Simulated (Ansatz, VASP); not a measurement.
Two plane-wave programs on WC

```xyz
2
Lattice="1.6403 -2.1180 0.0000 1.6403 2.1180 0.0000 0.0000 0.0000 4.3094" Properties=species:S:1:pos:R:3 pbc="T T T"
W     1.6403    0.0000    2.1547
C     0.0000    0.0000    0.0000
```

Alike in both runs: task relaxation of cell and atoms; functional PBE; dispersion D4; k mesh 10 × 10 × 6; occupations fermi-dirac, width 0.05 eV; no spin polarisation.

|  | VASP | Ansatz |
| --- | --- | --- |
| version | VASP 6.6.1 | Ansatz 0.2.0 |
| potentials or method | VASP PAW PBE potentials, release 64 (W_sv, C) | Ansatz PAW |
| plane-wave cutoff (eV) | 600 | 420 |
| valence electrons in the cell | 18 | 18 |

|  | VASP | Ansatz | Ansatz less VASP |
| --- | --- | --- | --- |
| gap on the k mesh at the Fermi level, each at its own relaxed structure (eV) | none | none | - |
| relaxed volume (Å³/atom) | 11.42 | 11.40 | -0.014 |
| relaxed cell length with the largest relative difference (Å) | 3.009 | 3.007 | -0.0022 |

A gap of «none» marks a metal or a gap that the smearing closes.

Neither program's run includes spin-orbit coupling. Noted on VASP's run: the volume moved by over 15 % at a fixed basis, so the end points are rough. Noted on Ansatz's run: the volume moved by over 15 % at a fixed basis, so the end points are rough; the plane-wave basis is chosen anew once the cell has moved, so the energies of steps on either side of that aren't comparable.
